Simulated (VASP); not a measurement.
Ta2N: single point with PBEsol

Crystal: Ta2N.

```xyz
3
Lattice="3.0645 0.0000 0.0000 -1.5322 2.6539 0.0000 0.0000 0.0000 5.2568" Properties=species:S:1:pos:R:3 pbc="T T T"
Ta    1.5322    0.8846    3.9235
Ta    0.0000    1.7693    1.3333
N     0.0000    0.0000    0.0000
```

- Program: VASP 6.6.1
- Task: single point
- Functional: PBEsol
- Potentials or basis: VASP PAW PBE potentials, release 64 (Ta_pv, N)
- Cutoff: 520 eV
- k mesh: 18 × 18 × 10
- Occupations: gaussian, width 0.15 eV
- Spin: no spin polarisation

```
Pressure               : -18.6 GPa
Largest force          : 0.106 eV/Å
Band gap on the k mesh : zero (an odd number of electrons rules out a gap without spin polarisation)
```

Forces in eV/Å, atoms in the order of the input:
```
Ta   0.000  0.000 -0.106
Ta   0.000  0.000  0.106
N    0.000  0.000  0.000
```

Stress tensor (GPa, compression positive):
```
-13.66   0.00   0.00
  0.00 -13.66   0.00
  0.00   0.00 -28.47
```

Levels at points of the mesh, in eV from the Fermi level:
```csv
k point,band 10,band 11,band 12,band 13,band 14,band 15,band 16,band 17
"(0.00, 0.00, 0.00)",-5.30,-5.06,-1.29,-0.17,-0.17,0.21,0.95,0.95
"(0.50, 0.00, 0.00)",-5.75,-4.26,-2.22,-1.12,0.68,2.55,3.53,3.78
"(0.00, 0.00, 0.50)",-5.41,-3.29,-2.85,-0.65,-0.65,1.24,2.10,2.12
"(0.50, 0.00, 0.50)",-5.57,-3.39,-1.89,-1.86,-0.55,1.09,3.79,3.99
```

Run time: 2.2 min on 1 thread of Intel(R) Xeon(R) Platinum 8559C (Emerald Rapids) (shared host), peak memory 0.36 GiB.

Caveat: the stress differs along the axes, from -28 to -14 GPa; the PAW data sets were made with another functional, which shifts forces and pressure a little; spin-orbit coupling is left out, which moves the levels of the heavy elements.
